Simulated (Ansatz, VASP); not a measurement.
## One calculation of GdO, two programs

The input INCAR:

```
SYSTEM = GdO
PREC = Accurate ; ENCUT = 520
EDIFF = 1E-6 ; ISMEAR = 0
SIGMA = 0.05 ; LREAL = .FALSE.
LASPH = .TRUE. ; NELM = 150
ALGO = Normal ; ISIF = 2
LWAVE = .FALSE. ; LCHARG = .FALSE.
ISPIN = 2 ; MAGMOM = 7.7 0.02
LORBIT = 11 ; LMAXMIX = 6
LDAU = .TRUE. ; LDAUTYPE = 2
LDAUL = 3 -1 ; LDAUU = 6 0
LDAUJ = 0 0 ; LDAUPRINT = 1
GGA = PE ; IVDW = 13
NBANDS = 23
```

The input KPOINTS:

```
Automatic mesh
0
G
  8 8 8
  0 0 0
```

File POSCAR:

```
GdO
1.0
    0.0000000000      2.6609935952      2.6609935952
    2.6609935952      0.0000000000      2.6609935952
    2.6609935952      2.6609935952      0.0000000000
Gd O
1 1
Direct
    0.0000000000      0.0000000000      0.0000000000
    0.2500000000      0.2500000000      0.2500000000
```

Input for Ansatz:

```yaml
crystal:
  lattice:
    - [0.0, 2.6609935952, 2.6609935952]
    - [2.6609935952, 0.0, 2.6609935952]
    - [2.6609935952, 2.6609935952, 0.0]
  atoms:
    - { symbol: Gd, position: [0.0, 0.0, 0.0], spin: 7.71 }
    - { symbol: O, position: [0.25, 0.25, 0.25] }
basis:
  ecutwfc: 420
  ecutrho_ratio: 4
kpoints:
  mp_grid: { grid: [8, 8, 8] }
hamiltonian:
  xc: pbe
  dispersion: d4
  hubbard:
    sites:
      - { species: Gd, l: f, u_eff: 6.0, starting_ns: start.occupation_matrices }
    ns_hold: { iters: 6 }
scf:
  occupations: { method: gaussian, width: 0.05 }
  lower_state_search: "off"
output:
  forces: true
  stress: true
  eigenvalues: true
  populations: true
  hubbard: { sites: [{ species: Gd, l: f }] }
magnetization:
  spin_polarized: true
```

Alike in both runs: task single point; functional PBE; dispersion D4; k mesh 8 × 8 × 8; occupations gaussian, width 0.05 eV; collinear spin; Hubbard terms Gd f U = 6.0 eV.

|  | VASP | Ansatz |
| --- | --- | --- |
| version | VASP 6.6.1 | Ansatz 0.2.0 |
| potentials or method | VASP PAW PBE potentials, release 64 (Gd, O), cutoff 520 eV | scalar-relativistic, plane waves, PAW |
| valence electrons in the cell | 24 | 24 |

|  | VASP | Ansatz | Ansatz less VASP |
| --- | --- | --- | --- |
| gap on the k mesh at the Fermi level (eV) | none | none | - |
| pressure (GPa) | 2.3 | 2.2 | -0.06 |
| net moment per atom (μB) | 3.97 | 3.97 | 0.000 |
| size of the moment on the site where the two differ most (μB) | 7.08 | 7.00 | -0.072 |

Site moments also hang on the region over which each program counts them. The programs project onto different local orbitals, so the same U acts differently, and such runs can settle in different states. A gap of «none» marks a metal or a gap that the smearing closes. Ansatz's warnings: filled band counts differ across k points.

Spin-orbit coupling is off throughout.
